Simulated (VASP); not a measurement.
# GaN (P6_3mc) in VASP: further runs

Runs on GaN. Level: PBE. Tasks: single point.

All numbers are computed with VASP 6.6.1; they aren't measurements. Logs are shortened: lines on timing, memory, paths and dates and some standing lists are left out, and cuts for length are marked.

### Step 1. The cell of the first run

Symmetry: P6_3mc, No. 186, hexagonal system. The conventional cell has a = 3.249 Å, b = 3.249 Å, c = 10.599 Å, α = 90.00°, β = 90.00°, γ = 120.00°. Ga (site symmetry 3m) has 4 N at 1.99 Å within 2.6 Å. Within 2.6 Å of Ga (site symmetry 3m) lie 4 N at 1.99 Å. Within 2.6 Å of N (site symmetry 3m) lie 4 Ga at 1.99 Å. N (site symmetry 3m) has 4 Ga at 1.99 Å within 2.6 Å.

### Step 2. Single point, PBE (volume changed by +3%)

File INCAR:

```
SYSTEM = GaN
ALGO = Normal ; EDIFF = 1E-6
ENCUT = 520 ; GGA = PE
ISIF = 2 ; ISMEAR = 0
LASPH = .True. ; LCHARG = .True.
LELF = .True. ; LREAL = .False.
LVHAR = .True. ; LWAVE = .False.
NBANDS = 46 ; NELM = 60
PREC = Accurate ; SIGMA = 0.01
```

File KPOINTS:

```
k-points
0
Gamma
  9 9 2
  0 0 0
```

File POSCAR:

```
GaN
1.0
    3.2489879828      0.0000000000      0.0000000000
   -1.6244939914      2.8137061297      0.0000000000
    0.0000000000      0.0000000000     10.5993278513
Ga N
4 4
Direct
    0.0000000000      0.0000000000     -0.0003500022
    0.3333333333      0.6666666667      0.2499403971
    0.0000000000      0.0000000000      0.4996499978
    0.6666666667      0.3333333333      0.7499403971
    0.0000000000      0.0000000000      0.1876293213
    0.3333333333      0.6666666667      0.4377802838
    0.0000000000      0.0000000000      0.6876293213
    0.6666666667      0.3333333333      0.9377802838
```

Potentials or basis: VASP PAW PBE potentials, release 64 (Ga_d, N).

The run is started by

```
cat potpaw_PBE.64/Ga_d/POTCAR potpaw_PBE.64/N/POTCAR > POTCAR
mpirun -np 1 vasp_std > vasp.out
```

OUTCAR:

```text
SYSTEM = GaN
   EDIFF = 1E-6
   ENCUT = 520
   GGA = PE
   ISIF = 2
   ISMEAR = 0
   LASPH = .True.
   LREAL = .False.
   NELM = 60
   PREC = Accurate

 ion  position               nearest neighbor table
   1  0.000  0.000  1.000-   8 1.99   8 1.99   8 1.99   5 1.99
   2  0.333  0.667  0.250-   5 1.99   5 1.99   5 1.99   6 1.99
   3  0.000  0.000  0.500-   6 1.99   6 1.99   6 1.99   7 1.99
   4  0.667  0.333  0.750-   7 1.99   7 1.99   7 1.99   8 1.99
   5  0.000  0.000  0.188-   2 1.99   2 1.99   2 1.99   1 1.99
   6  0.333  0.667  0.438-   3 1.99   3 1.99   3 1.99   2 1.99
   7  0.000  0.000  0.688-   4 1.99   4 1.99   4 1.99   3 1.99
   8  0.667  0.333  0.938-   1 1.99   1 1.99   1 1.99   4 1.99

  LATTYP: Found a hexagonal cell.
 ALAT       =     3.2489879828
 C/A-ratio  =     3.2623475086

  Lattice vectors:

 A1 = (   3.2489879828,   0.0000000000,   0.0000000000)
 A2 = (  -1.6244939914,   2.8137061297,   0.0000000000)
 A3 = (   0.0000000000,   0.0000000000,  10.5993278513)

Analysis of symmetry for initial positions (statically):
=====================================================================
 Subroutine PRICEL returns:
 Original cell was already a primitive cell.

 Routine SETGRP: Setting up the symmetry group for a
 hexagonal supercell.

 Subroutine GETGRP returns: Found 12 space group operations
 (whereof  6 operations were pure point group operations)
 out of a pool of 24 trial point group operations.

The static configuration has the point symmetry C_3v.
 The point group associated with its full space group is C_6v.

Analysis of symmetry for dynamics (positions and initial velocities):
=====================================================================
 Subroutine PRICEL returns:
 Original cell was already a primitive cell.

 Routine SETGRP: Setting up the symmetry group for a
 hexagonal supercell.

 Subroutine GETGRP returns: Found 12 space group operations
 (whereof  6 operations were pure point group operations)
 out of a pool of 24 trial point group operations.

The dynamic configuration has the point symmetry C_3v.
 The point group associated with its full space group is C_6v.

 Subroutine INISYM returns: Found 12 space group operations
 (whereof  6 operations are pure point group operations),
 and found     1 'primitive' translations

----------------------------------------------------------------------------------------

                                     Primitive cell

  volume of cell :      96.8958

  direct lattice vectors                    reciprocal lattice vectors
     3.248987983  0.000000000  0.000000000     0.307788150  0.177701571  0.000000000
    -1.624493991  2.813706130  0.000000000     0.000000000  0.355403142  0.000000000
     0.000000000  0.000000000 10.599327851     0.000000000  0.000000000  0.094345605

  length of vectors
     3.248987983  3.248987983 10.599327851     0.355403142  0.355403142  0.094345605

  position of ions in fractional coordinates (direct lattice)
     0.000000000  0.000000000  0.999649998
     0.333333333  0.666666667  0.249940397
     0.000000000  0.000000000  0.499649998
     0.666666667  0.333333333  0.749940397
     0.000000000  0.000000000  0.187629321
     0.333333333  0.666666667  0.437780284
     0.000000000  0.000000000  0.687629321
     0.666666667  0.333333333  0.937780284

  ion indices of the primitive-cell ions
   primitive index   ion index
                 1           1
                 2           2
                 3           3
                 4           4
                 5           5
                 6           6
                 7           7
                 8           8

----------------------------------------------------------------------------------------

 KPOINTS: k-points

Automatic generation of k-mesh.
 Grid dimensions read from file:
 generate k-points for:    9    9    2

 Generating k-lattice:

  Cartesian coordinates                     Fractional coordinates (reciprocal lattice)
     0.034198683  0.019744619  0.000000000     0.111111111  0.000000000  0.000000000
     0.000000000  0.039489238  0.000000000     0.000000000  0.111111111  0.000000000
     0.000000000  0.000000000  0.047172803     0.000000000  0.000000000  0.500000000

  Length of vectors
     0.039489238  0.039489238  0.047172803

  Shift w.r.t. Gamma in fractional coordinates (k-lattice)
     0.000000000  0.000000000  0.000000000

 Subroutine IBZKPT returns following result:
 ===========================================

 Found     24 irreducible k-points:

 Following reciprocal coordinates:
            Coordinates               Weight
  0.000000  0.000000  0.000000      1.000000
  0.111111  0.000000  0.000000      6.000000
  0.222222  0.000000  0.000000      6.000000
  0.333333 -0.000000  0.000000      6.000000
  0.444444  0.000000  0.000000      6.000000
  0.111111  0.111111  0.000000      6.000000
[... 16 lines left out ...]
  0.333333  0.222222  0.500000     12.000000
  0.333333  0.333333  0.500000      2.000000
   k-points           NKPTS =     24   k-points in BZ     NKDIM =     24   number of bands    NBANDS=     46
   number of dos      NEDOS =    301   number of ions     NIONS =      8
   total plane-waves  NPLWV =  46080
   dimension x,y,z NGX =    24 NGY =   24 NGZ =   80
   dimension x,y,z NGXF=    48 NGYF=   48 NGZF=  160
   ions per type =               4   4
   NGX,Y,Z   is equivalent  to a cutoff of  12.28, 12.28, 12.55 a.u.
   NGXF,Y,Z  is equivalent  to a cutoff of  24.56, 24.56, 25.10 a.u.
 SYSTEM =  GaN
   PREC   = accura    normal or accurate (medium, high low for compatibility)
   ISTART =      0    job   : 0-new  1-cont  2-samecut
   ICHARG =      2    charge: 1-file 2-atom 10-const
   ISPIN  =      1    spin polarized calculation?
   LNONCOLLINEAR =      F non collinear calculations
   LSORBIT =      F    spin-orbit coupling
   LASPH  =      T    aspherical Exc in radial PAW
   ENCUT  =  520.0 eV  38.22 Ry    6.18 a.u.   6.04  6.04 19.71*2*pi/ulx,y,z
   NELM   =     60;   NELMIN=  2; NELMDL= -5     # of ELM steps
   EDIFF  = 0.1E-05   stopping-criterion for ELM
   LREAL  =      F    real-space projection
   EDIFFG = 0.1E-04   stopping-criterion for IOM
   NSW    =      0    number of steps for IOM
   IBRION =     -1    ionic relax: 0-MD 1-quasi-New 2-CG
   NFREE  =      0    steps in history (QN), initial steepest desc. (CG)
   ISIF   =      2    stress and relaxation
   ISYM   =      2    0-nonsym 1-usesym 2-fastsym
   POTIM  = 0.5000    time-step for ionic-motion
   TEBEG  =    0.0;   TEEND  =   0.0 temperature during run
   PSTRESS=    0.0 pullay stress
   NELECT =      72.0000    total number of electrons
   NUPDOWN=      -1.0000    fix difference up-down
   EMIN   =  10.00;   EMAX   =-10.00  energy-range for DOS
   EFERMI =   0.00;   METHOD = LEGACY
   ISMEAR =     0;   SIGMA  =   0.01  broadening in eV -4-tet -1-fermi 0-gaus
   EFERMI_NEDOS =   21; number of points for ismear=-14 and -15
   IALGO  =     38    algorithm
   IMIX   =      4    mixing-type and parameters
     AMIX     =   0.40;   BMIX     =  1.00
     AMIX_MAG =   1.60;   BMIX_MAG =  1.00
  volume/ion in A,a.u.               =      12.11        81.74
  Fermi-wavevector in a.u.,A,eV,Ry     =   1.482805  2.802094 29.915261  2.198710
  Thomas-Fermi vector in A             =   2.596545
   LORBIT       =      0    0 simple, 1 ext, 2 COOP (PROOUT), +10 PAW based schemes
   GGA     = PE    functional components
   LHFCALC =     F    Hartree Fock is set to
   AEXX    =    0.0000 exact exchange contribution
   IVDW    =     0    specifies the selected vdW correction
   LEPSILON=     F    determine dielectric tensor
   LRPA    =     F    only Hartree local field effects (RPA)
 non-spin polarized calculation
 Gauss-broadening in eV      SIGMA  =   0.01
  energy-cutoff  :      520.00
  volume of cell :       96.90
 maximum number of plane-waves:      2658
   NGX = 13   NGY = 13   NGZ = 39

 number of electron      71.9999969 magnetization

 Free energy of the ion-electron system (eV)
  ---------------------------------------------------
  ext. energy  EPLUGINS =         0.00000000
  ---------------------------------------------------
  free energy    TOTEN  =       -48.59608400 eV

  energy without entropy =      -48.59608400  energy(sigma->0) =      -48.59608400

 E-fermi :   4.8102     XC(G=0): -11.3630

 val. band max:        4.6923365398   @ k =   0.0000   0.0000   0.0000
 cond. band min:       6.1267594547   @ k =   0.0000   0.0000   0.0000
 fundamental gap:      1.4344229149
 Fermi energy:         4.8102338046

 k-point     1 :       0.0000    0.0000    0.0000
  band No.  band energies     occupation
      1     -10.7884      2.00000
      2     -10.3296      2.00000
      3     -10.3206      2.00000
      4     -10.0675      2.00000
      5      -8.7169      2.00000
      6      -8.7110      2.00000
[... 38 lines left out ...]
     45      14.4551      0.00000
     46      14.5235      0.00000

 k-point     2 :       0.1111    0.0000    0.0000
  band No.  band energies     occupation
      1     -10.6836      2.00000
      2     -10.2691      2.00000
      3     -10.2617      2.00000
      4     -10.0433      2.00000
      5      -8.7053      2.00000
      6      -8.6967      2.00000
[... 38 lines left out ...]
     45      14.2034      0.00000
     46      14.6599      0.00000

 k-point     3 :       0.2222    0.0000    0.0000
  band No.  band energies     occupation
      1     -10.4321      2.00000
      2     -10.1385      2.00000
      3     -10.1347      2.00000
      4      -9.9936      2.00000
      5      -8.6784      2.00000
      6      -8.6669      2.00000
[... 38 lines left out ...]
     45      13.9377      0.00000
     46      14.6122      0.00000

 k-point     4 :       0.3333   -0.0000    0.0000
  band No.  band energies     occupation
      1     -10.1958      2.00000
      2     -10.0326      2.00000
      3     -10.0302      2.00000
      4      -9.9564      2.00000
      5      -8.6591      2.00000
      6      -8.6474      2.00000
[... 920 lines left out ...]
     45      13.7652      0.00000
     46      13.7652      0.00000

 k-point    23 :       0.3333    0.2222    0.5000
  band No.  band energies     occupation
      1      -9.9987      2.00000
      2      -9.9987      2.00000
      3      -9.9449      2.00000
      4      -9.9449      2.00000
      5      -8.6520      2.00000
      6      -8.6520      2.00000
[... 38 lines left out ...]
     45      13.5685      0.00000
     46      13.5685      0.00000

 k-point    24 :       0.3333    0.3333    0.5000
  band No.  band energies     occupation
      1      -9.9681      2.00000
      2      -9.9681      2.00000
      3      -9.9493      2.00000
      4      -9.9493      2.00000
      5      -8.6577      2.00000
      6      -8.6577      2.00000
[... 38 lines left out ...]
     45      13.5359      0.00000
     46      13.5359      0.00000

------------------------ aborting loop because EDIFF is reached ----------------------------------------

  FORCE on cell =-STRESS in cart. coord.  units (eV):
  Direction    XX          YY          ZZ          XY          YZ          ZX
  --------------------------------------------------------------------------------------
  -------------------------------------------------------------------------------------
  Total       -2.8135272     -2.8135272     -2.7951187      0.0000000      0.0000000      0.0000000
  in kB      -46.5218024    -46.5218024    -46.2174164      0.0000000      0.0000000      0.0000000
  external PRESSURE =     -46.4203404 kB  Pullay stress =       0.0000000 kB

 VOLUME and BASIS-vectors are now :
 -----------------------------------------------------------------------------
  energy-cutoff  :      520.00
  volume of cell :       96.90
      direct lattice vectors                 reciprocal lattice vectors
     3.248987983  0.000000000  0.000000000     0.307788150  0.177701571  0.000000000
    -1.624493991  2.813706130  0.000000000     0.000000000  0.355403142  0.000000000
     0.000000000  0.000000000 10.599327851     0.000000000  0.000000000  0.094345605

 POSITION                                       TOTAL-FORCE (eV/Angst)
 -----------------------------------------------------------------------------------
      0.00000      0.00000     10.59562        -0.000000     -0.000000     -0.003595
     -0.00000      1.87580      2.64920        -0.000000      0.000000     -0.001395
      0.00000      0.00000      5.29595         0.000000     -0.000000     -0.003595
      1.62449      0.93790      7.94886         0.000000     -0.000000     -0.001395
      0.00000      0.00000      1.98874         0.000000     -0.000000      0.003122
     -0.00000      1.87580      4.64018        -0.000000      0.000000      0.001868
      0.00000      0.00000      7.28841         0.000000      0.000000      0.003122
      1.62449      0.93790      9.93984        -0.000000      0.000000      0.001868
 -----------------------------------------------------------------------------------
    total drift:                               -0.000001     -0.000002     -0.001128

  FREE ENERGIE OF THE ION-ELECTRON SYSTEM (eV)
  ---------------------------------------------------
  free  energy   TOTEN  =       -48.5960839974 eV

  energy  without entropy=      -48.5960839974  energy(sigma->0) =      -48.59608400
```

It took 46 s on 1 thread of Intel Xeon 6975P-C (Granite Rapids), shared host; peak memory 0.23 GiB.

Results:

```yaml
Free_energy: -48.5961 eV
Pressure: -4.6 GPa
Largest_force: 0.004 eV/Å
Band_gap_on_the_k_mesh: 1.43 eV, direct
```

Forces in eV/Å, atoms in the order of the input:
```
Ga   0.000  0.000 -0.004
Ga   0.000  0.000 -0.001
Ga   0.000  0.000 -0.004
Ga   0.000  0.000 -0.001
N    0.000  0.000  0.003
N    0.000  0.000  0.002
N    0.000  0.000  0.003
N    0.000  0.000  0.002
```

Levels at points of the mesh, in eV from the valence-band top:
| k point | band 33 | band 34 | band 35 | band 36 | band 37 | band 38 | band 39 | band 40 |
| --- | --- | --- | --- | --- | --- | --- | --- | --- |
| (0.00, 0.00, 0.00) | -0.47 | -0.02 | 0.00 | 0.00 | 1.43 | 3.65 | 3.94 | 4.06 |
| (0.00, 0.00, 0.50) | -0.15 | -0.15 | -0.15 | -0.15 | 2.65 | 2.65 | 4.09 | 4.09 |

### Step 3. Single point, PBE (volume changed by +6%)

File INCAR:

```
ALGO = Normal
EDIFF = 1E-7
ENCUT = 520
GGA = PE
ISIF = 2
ISMEAR = 0
LASPH = T
LCHARG = F
LREAL = F
LWAVE = F
NBANDS = 46
NELM = 100
PREC = Accurate
SIGMA = 0.01
```

File KPOINTS:

```
k-points
0
Gamma
  9 9 2
```

POSCAR, as its differences from that of step 2:

```diff
@@ -2,5 +2,5 @@
 1.0
-    3.2489879828      0.0000000000      0.0000000000
-   -1.6244939914      2.8137061297      0.0000000000
-    0.0000000000      0.0000000000     10.5993278513
+    3.2802301684      0.0000000000      0.0000000000
+   -1.6401150842      2.8407626561      0.0000000000
+    0.0000000000      0.0000000000     10.7012507178
 Ga N
```

Potentials or basis: VASP PAW PBE potentials, release 64 (Ga_d, N).

The run is started by

```
cat potpaw_PBE.64/Ga_d/POTCAR potpaw_PBE.64/N/POTCAR > POTCAR
mpirun -np 1 vasp_std > vasp.out
```

Wall time 51 s (1 thread of Intel Xeon 6975P-C (Granite Rapids), shared host); peak memory 0.24 GiB.

Results (log left out):

* Free energy: -48.4795 eV
* Pressure: -8.6 GPa
* Largest force: 0.007 eV/Å
* Band gap on the k mesh: 1.25 eV, direct

Forces on the atoms (eV/Å):
```
Ga   0.000  0.000 -0.007
Ga   0.000  0.000 -0.002
Ga   0.000  0.000 -0.007
Ga   0.000  0.000 -0.002
N    0.000  0.000  0.005
N    0.000  0.000  0.003
N    0.000  0.000  0.005
N    0.000  0.000  0.003
```

Levels at points of the mesh, in eV from the valence-band top:
```tsv
k point	band 34	band 35	band 36	band 37	band 38	band 39
(0.00, 0.00, 0.00)	-0.02	0.00	0.00	1.25	3.48	3.76
(0.00, 0.00, 0.50)	-0.14	-0.14	-0.14	2.49	2.49	3.90
```
